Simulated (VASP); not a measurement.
# BaO (Fm-3m) in VASP: single point with PBE+D3(BJ)

Aim: the single point of BaO with PBE+D3(BJ).

Everything below comes from runs of VASP 6.6.1. Logs are shortened: lines on timing, memory, paths and dates and some standing lists are left out, and cuts for length are marked.

### 1 The cell of the first run

It takes space group Fm-3m (No. 225, cubic). Conventional cell: a = 5.271 Å, b = 5.271 Å, c = 5.271 Å, α = 90.00°, β = 90.00°, γ = 90.00°. Ba (site symmetry m-3m) has 6 O at 2.64 Å within 3.5 Å. Within 3.5 Å of O (site symmetry m-3m) lie 6 Ba at 2.64 Å.

### 2 Single point, PBE+D3(BJ)

Contents of INCAR:

```
PREC = Accurate ; ENCUT = 1340
EDIFF = 1E-6 ; ISMEAR = 0
SIGMA = 0.01 ; LREAL = F
LASPH = T ; NELM = 120
ALGO = Normal ; ISIF = 2
LWAVE = F ; LCHARG = T
GGA = PE ; IVDW = 12
LELF = T ; LVHAR = T
NBANDS = 15 ; GGA_COMPAT = F
```

Contents of KPOINTS:

```
regular mesh
0
Gamma
  8 8 8
```

Contents of POSCAR:

```
BaO
1.0
    0.0000000000      2.6352809214      2.6352809214
    2.6352809214      0.0000000000      2.6352809214
    2.6352809214      2.6352809214      0.0000000000
Ba O
1 1
Direct
    0.0000000000      0.0000000000      0.0000000000
    0.5000000000      0.5000000000      0.5000000000
```

Potentials or basis: VASP PAW PBE potentials, release 64 (Ba_sv, O_h).

Run with:

```console
$ cat potpaw_PBE.64/Ba_sv/POTCAR potpaw_PBE.64/O_h/POTCAR > POTCAR
$ mpirun -np 1 vasp_std > vasp.out
```

OUTCAR:

```text
PREC = Accurate
   ENCUT = 1340
   EDIFF = 1E-6
   ISMEAR = 0
   LREAL = F
   LASPH = T
   NELM = 120
   ISIF = 2
   GGA = PE
   IVDW = 12
 IVDW          = 12

 ion  position               nearest neighbor table
   1  0.000  0.000  0.000-   2 2.64   2 2.64   2 2.64   2 2.64   2 2.64   2 2.64
   2  0.500  0.500  0.500-   1 2.64   1 2.64   1 2.64   1 2.64   1 2.64   1 2.64

  LATTYP: Found a face centered cubic cell.
 ALAT       =     5.2705618428

  Lattice vectors:

 A1 = (   0.0000000000,   2.6352809214,   2.6352809214)
 A2 = (   2.6352809214,   0.0000000000,   2.6352809214)
 A3 = (   2.6352809214,   2.6352809214,   0.0000000000)

Analysis of symmetry for initial positions (statically):
=====================================================================
 Subroutine PRICEL returns:
 Original cell was already a primitive cell.

 Routine SETGRP: Setting up the symmetry group for a
 face centered cubic supercell.

 Subroutine GETGRP returns: Found 48 space group operations
 (whereof 48 operations were pure point group operations)
 out of a pool of 48 trial point group operations.

The static configuration has the point symmetry O_h .

Analysis of symmetry for dynamics (positions and initial velocities):
=====================================================================
 Subroutine PRICEL returns:
 Original cell was already a primitive cell.

 Routine SETGRP: Setting up the symmetry group for a
 face centered cubic supercell.

 Subroutine GETGRP returns: Found 48 space group operations
 (whereof 48 operations were pure point group operations)
 out of a pool of 48 trial point group operations.

The dynamic configuration has the point symmetry O_h .

 Subroutine INISYM returns: Found 48 space group operations
 (whereof 48 operations are pure point group operations),
 and found     1 'primitive' translations

----------------------------------------------------------------------------------------

                                     Primitive cell

  volume of cell :      36.6025

  direct lattice vectors                    reciprocal lattice vectors
     0.000000000  2.635280921  2.635280921    -0.189733093  0.189733093  0.189733093
     2.635280921  0.000000000  2.635280921     0.189733093 -0.189733093  0.189733093
     2.635280921  2.635280921  0.000000000     0.189733093  0.189733093 -0.189733093

  length of vectors
     3.726850020  3.726850020  3.726850020     0.328627357  0.328627357  0.328627357

  position of ions in fractional coordinates (direct lattice)
     0.000000000  0.000000000  0.000000000
     0.500000000  0.500000000  0.500000000

  ion indices of the primitive-cell ions
   primitive index   ion index
                 1           1
                 2           2

----------------------------------------------------------------------------------------

 KPOINTS: regular mesh

Automatic generation of k-mesh.
 Grid dimensions read from file:
 generate k-points for:    8    8    8

 Generating k-lattice:

  Cartesian coordinates                     Fractional coordinates (reciprocal lattice)
    -0.023716637  0.023716637  0.023716637     0.125000000  0.000000000  0.000000000
     0.023716637 -0.023716637  0.023716637     0.000000000  0.125000000  0.000000000
     0.023716637  0.023716637 -0.023716637     0.000000000  0.000000000  0.125000000

  Length of vectors
     0.041078420  0.041078420  0.041078420

  Shift w.r.t. Gamma in fractional coordinates (k-lattice)
     0.000000000  0.000000000  0.000000000

 Subroutine IBZKPT returns following result:
 ===========================================

 Found     29 irreducible k-points:

 Following reciprocal coordinates:
            Coordinates               Weight
  0.000000  0.000000  0.000000      1.000000
  0.125000  0.000000  0.000000      8.000000
  0.250000  0.000000  0.000000      8.000000
  0.375000  0.000000  0.000000      8.000000
  0.500000  0.000000  0.000000      4.000000
  0.125000  0.125000  0.000000      6.000000
[... 16 lines left out ...]
  0.500000  0.250000  0.125000     48.000000
 -0.375000  0.250000  0.125000     24.000000
 [... further k-points ...]
   k-points           NKPTS =     29   k-points in BZ     NKDIM =     29   number of bands    NBANDS=     15
   number of dos      NEDOS =    301   number of ions     NIONS =      2
   total plane-waves  NPLWV = 110592
   dimension x,y,z NGX =    48 NGY =   48 NGZ =   48
   dimension x,y,z NGXF=    96 NGYF=   96 NGZF=   96
   ions per type =               1   1
   NGX,Y,Z   is equivalent  to a cutoff of  21.41, 21.41, 21.41 a.u.
   NGXF,Y,Z  is equivalent  to a cutoff of  42.82, 42.82, 42.82 a.u.
 SYSTEM =  unknown system
   PREC   = accura    normal or accurate (medium, high low for compatibility)
   ISTART =      0    job   : 0-new  1-cont  2-samecut
   ICHARG =      2    charge: 1-file 2-atom 10-const
   ISPIN  =      1    spin polarized calculation?
   LNONCOLLINEAR =      F non collinear calculations
   LSORBIT =      F    spin-orbit coupling
   LASPH  =      T    aspherical Exc in radial PAW
   ENCUT  = 1340.0 eV  98.49 Ry    9.92 a.u.  11.12 11.12 11.12*2*pi/ulx,y,z
   NELM   =    120;   NELMIN=  2; NELMDL= -5     # of ELM steps
   EDIFF  = 0.1E-05   stopping-criterion for ELM
   LREAL  =      F    real-space projection
   EDIFFG = 0.1E-04   stopping-criterion for IOM
   NSW    =      0    number of steps for IOM
   IBRION =     -1    ionic relax: 0-MD 1-quasi-New 2-CG
   NFREE  =      0    steps in history (QN), initial steepest desc. (CG)
   ISIF   =      2    stress and relaxation
   ISYM   =      2    0-nonsym 1-usesym 2-fastsym
   POTIM  = 0.5000    time-step for ionic-motion
   TEBEG  =    0.0;   TEEND  =   0.0 temperature during run
   PSTRESS=    0.0 pullay stress
   NELECT =      16.0000    total number of electrons
   NUPDOWN=      -1.0000    fix difference up-down
   EMIN   =  10.00;   EMAX   =-10.00  energy-range for DOS
   EFERMI =   0.00;   METHOD = LEGACY
   ISMEAR =     0;   SIGMA  =   0.01  broadening in eV -4-tet -1-fermi 0-gaus
   EFERMI_NEDOS =   21; number of points for ismear=-14 and -15
   IALGO  =     38    algorithm
   IMIX   =      4    mixing-type and parameters
     AMIX     =   0.40;   BMIX     =  1.00
     AMIX_MAG =   1.60;   BMIX_MAG =  1.00
  volume/ion in A,a.u.               =      18.30       123.50
  Fermi-wavevector in a.u.,A,eV,Ry     =   1.242447  2.347885 21.002971  1.543675
  Thomas-Fermi vector in A             =   2.376801
   LORBIT       =      0    0 simple, 1 ext, 2 COOP (PROOUT), +10 PAW based schemes
   GGA     = PE    functional components
   LHFCALC =     F    Hartree Fock is set to
   AEXX    =    0.0000 exact exchange contribution
   IVDW    =    12    specifies the selected vdW correction
   LEPSILON=     F    determine dielectric tensor
   LRPA    =     F    only Hartree local field effects (RPA)
 non-spin polarized calculation
 Gauss-broadening in eV      SIGMA  =   0.01
  energy-cutoff  :     1340.00
  volume of cell :       36.60
 maximum number of plane-waves:      4128
 NGX is ok and might be reduce to    48
   NGX = 23   NGY = 23   NGZ = 23

 number of electron      15.9999999 magnetization

 Free energy of the ion-electron system (eV)
  ---------------------------------------------------
  ext. energy  EPLUGINS =         0.00000000
  ---------------------------------------------------
  free energy    TOTEN  =       -11.41105308 eV

  energy without entropy =      -11.41105308  energy(sigma->0) =      -11.41105308

 E-fermi :   3.3469     XC(G=0): -10.3303

 val. band max:        3.2875107474   @ k =   0.5000   0.5000   0.0000
 cond. band min:       4.6141958448   @ k =   0.5000   0.5000   0.0000
 fundamental gap:      1.3266850974
 Fermi energy:         3.3469437007

 k-point     1 :       0.0000    0.0000    0.0000
  band No.  band energies     occupation
      1     -22.8291      2.00000
      2     -12.2304      2.00000
      3      -6.9618      2.00000
      4      -6.9618      2.00000
      5      -6.9618      2.00000
      6       2.4784      2.00000
      7       2.4784      2.00000
      8       2.4784      2.00000
      9       7.4805      0.00000
     10       7.7615      0.00000
     11       7.7615      0.00000
     12       7.7615      0.00000
     13      10.4325      0.00000
     14      10.4325      0.00000
     15      13.2424      0.00000

 k-point     2 :       0.1250    0.0000    0.0000
  band No.  band energies     occupation
      1     -22.7634      2.00000
      2     -12.4074      2.00000
      3      -7.0033      2.00000
      4      -6.9852      2.00000
      5      -6.9852      2.00000
      6       2.1114      2.00000
      7       2.2115      2.00000
      8       2.2115      2.00000
      9       7.5870      0.00000
     10       8.1055      0.00000
     11       8.1055      0.00000
     12       8.2326      0.00000
     13      10.9464      0.00000
     14      10.9464      0.00000
     15      14.3681      0.00000

 k-point     3 :       0.2500    0.0000    0.0000
  band No.  band energies     occupation
      1     -22.5979      2.00000
      2     -12.8365      2.00000
      3      -7.0950      2.00000
      4      -7.0393      2.00000
      5      -7.0393      2.00000
      6       1.4025      2.00000
      7       1.6536      2.00000
      8       1.6536      2.00000
      9       7.5991      0.00000
     10       9.0443      0.00000
     11       9.0443      0.00000
     12       9.9266      0.00000
     13      12.1947      0.00000
     14      12.1947      0.00000
     15      16.8496      0.00000
[... 343 lines left out ...]
 k-point    23 :       0.5000    0.2500    0.1250
  band No.  band energies     occupation
      1     -22.3380      2.00000
      2     -13.1279      2.00000
      3      -7.8989      2.00000
      4      -7.6643      2.00000
      5      -7.0995      2.00000
      6       1.2128      2.00000
      7       1.5220      2.00000
      8       2.3873      2.00000
      9       7.1947      0.00000
     10       9.5889      0.00000
     11      11.0757      0.00000
     12      11.4226      0.00000
     13      13.6540      0.00000
     14      15.3707      0.00000
     15      17.1034      0.00000

 k-point    24 :      -0.3750    0.2500    0.1250
  band No.  band energies     occupation
      1     -22.2778      2.00000
      2     -13.2182      2.00000
      3      -7.9232      2.00000
      4      -7.8941      2.00000
      5      -7.0778      2.00000
      6       1.0446      2.00000
      7       1.9559      2.00000
      8       1.9604      2.00000
      9       8.1221      0.00000
     10       8.7924      0.00000
     11      11.5993      0.00000
     12      11.9797      0.00000
     13      14.3284      0.00000
     14      16.0708      0.00000
     15      16.6033      0.00000

 [... further k-points ...]

------------------------ aborting loop because EDIFF is reached ----------------------------------------

 Edisp (eV)   -0.52908

 E8    (eV) :    -0.2739

  FORCE on cell =-STRESS in cart. coord.  units (eV):
  Direction    XX          YY          ZZ          XY          YZ          ZX
  --------------------------------------------------------------------------------------
  -------------------------------------------------------------------------------------
  Total       4.03644     4.03644     4.03644    -0.00000     0.00000    -0.00000
  in kB     176.68460   176.68460   176.68460    -0.00000     0.00000    -0.00000
  external pressure =      176.68 kB  Pullay stress =        0.00 kB

 VOLUME and BASIS-vectors are now :
 -----------------------------------------------------------------------------
  energy-cutoff  :     1340.00
  volume of cell :       36.60
      direct lattice vectors                 reciprocal lattice vectors
     0.000000000  2.635280921  2.635280921    -0.189733093  0.189733093  0.189733093
     2.635280921  0.000000000  2.635280921     0.189733093 -0.189733093  0.189733093
     2.635280921  2.635280921  0.000000000     0.189733093  0.189733093 -0.189733093

 POSITION                                       TOTAL-FORCE (eV/Angst)
 -----------------------------------------------------------------------------------
      0.00000      0.00000      0.00000         0.000000      0.000000      0.000000
      2.63528      2.63528      2.63528        -0.000000     -0.000000     -0.000000
 -----------------------------------------------------------------------------------
    total drift:                               -0.000000     -0.000000     -0.000000

  FREE ENERGIE OF THE ION-ELECTRON SYSTEM (eV)
  ---------------------------------------------------
  free  energy   TOTEN  =       -11.9401377145 eV

  energy  without entropy=      -11.9401377145  energy(sigma->0) =      -11.94013771
```

Run time: 63 s. Hardware: 1 thread of Intel Xeon Platinum 8259CL at 2.50GHz (Skylake/Cascade Lake), shared host; peak memory 0.36 GiB.

What came out:

- Free energy: -11.9401 eV
- Pressure: 17.7 GPa
- Band gap on the k mesh: 1.33 eV
- Dispersion energy per atom: -0.265 eV

Caveat: the cell stands under pressure; spin-orbit coupling is left out, which moves the levels of the heavy elements.
